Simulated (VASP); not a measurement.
Wanted: the native input for a VASP 6.6.1 run.

```yaml
Task: single point
Functional: PBEsol
Potentials_or_basis: VASP PAW PBE potentials, release 64 (B, N)
Cutoff: 520 eV
k_mesh: 10 × 10 × 10
Occupations: gaussian, width 0.01 eV
Spin: no spin polarisation
Dipole_correction: no
Further_INCAR_settings: ALGO = Normal; EDIFF = 1e-06; NBANDS = 11
```

The structure of BN (zinc blende) lies in POSCAR:

```
BN
1.0
    0.0000000000      1.6994276261      1.6994276261
    1.6994276261      0.0000000000      1.6994276261
    1.6994276261      1.6994276261      0.0000000000
B N
1 1
Direct
    0.0000000000      0.0000000000      0.0000000000
    0.2500000000      0.2500000000      0.2500000000
```

This cell differs from its parent crystal: volume scaled by 0.831.

The input as run:

INCAR

```
PREC     = Accurate       # precision mode
ENCUT    = 520            # plane-wave cutoff, eV
EDIFF    = 1E-6           # SCF threshold, eV
ISMEAR   = 0              # smearing method
SIGMA    = 0.01           # smearing width, eV
LREAL    = False          # projectors in reciprocal space
LASPH    = True           # aspherical terms in the spheres
NELM     = 100            # most SCF steps
ALGO     = Normal         # electronic algorithm
ISIF     = 2              # what is computed and relaxed
LWAVE    = False          # write WAVECAR
LCHARG   = False          # write CHGCAR
GGA      = PS             # functional
NBANDS   = 11             # bands
```

KPOINTS

```
Automatic mesh
0
Gamma
  10 10 10
```

Potentials or basis: VASP PAW PBE potentials, release 64 (B, N).

The run is started by

```sh
$ cat potpaw_PBE.64/B/POTCAR potpaw_PBE.64/N/POTCAR > POTCAR
$ mpirun -np 1 vasp_std > vasp.out
```

Results of the run:

The pressure is 95.5 GPa and the band gap on the k mesh is 4.45 eV, indirect (least direct gap 9.63 eV).

Caveat: the PAW data sets were made with another functional, which shifts forces and pressure a little.

Run time: 3.6 s on 1 thread of Intel(R) Xeon(R) Platinum 8488C (Sapphire Rapids), on a shared host, peak memory 0.11 GiB.
